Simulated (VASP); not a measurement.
# WC: single point with PBEsol

The system is WC.

```
W C
1.0
     0.00000    2.17376    2.17376
     2.17376    0.00000    2.17376
     2.17376    2.17376    0.00000
W C
1 1
Direct
  0.00000 0.00000 0.00000
  0.50000 0.50000 0.50000
```

```
Program                : VASP 6.6.1
Task                   : single point
Functional             : PBEsol
Potentials or basis    : VASP PAW PBE potentials, release 64 (W_sv, C_h)
Cutoff                 : 1300 eV
k mesh                 : 8 × 8 × 8
Occupations            : gaussian, width 0.1 eV
Spin                   : no spin polarisation
Dipole correction      : no
Further INCAR settings : ALGO = Normal; EDIFF = 1e-06; NBANDS = 16
```

```yaml
Pressure: 0.7 GPa
Band_gap_on_the_k_mesh: zero (bands 9 and 10 overlap by 3.24 eV)
```

Levels at points of the mesh, in eV from the Fermi level:
| k point | band 5 | band 6 | band 7 | band 8 | band 9 | band 10 | band 11 | band 12 | band 13 | band 14 |
| --- | --- | --- | --- | --- | --- | --- | --- | --- | --- | --- |
| (0.00, 0.00, 0.00) | -16.14 | -2.99 | -2.99 | -2.99 | -1.21 | -1.21 | -1.21 | -1.13 | -1.13 | 6.69 |
| (0.50, 0.00, 0.00) | -11.32 | -10.17 | -6.90 | -6.90 | 0.97 | 0.97 | 2.31 | 4.81 | 8.97 | 8.97 |
| (0.50, 0.50, 0.00) | -13.89 | -6.13 | -5.78 | -2.65 | -2.65 | 0.76 | 2.25 | 2.25 | 5.54 | 7.50 |

It took 25 s on 1 thread of Intel(R) Xeon(R) Platinum 8488C (Sapphire Rapids), on a shared host, peak memory 0.23 GiB.

Caveat: the PAW data sets were made with another functional, which shifts forces and pressure a little; spin-orbit coupling is left out, which moves the levels of the heavy elements.
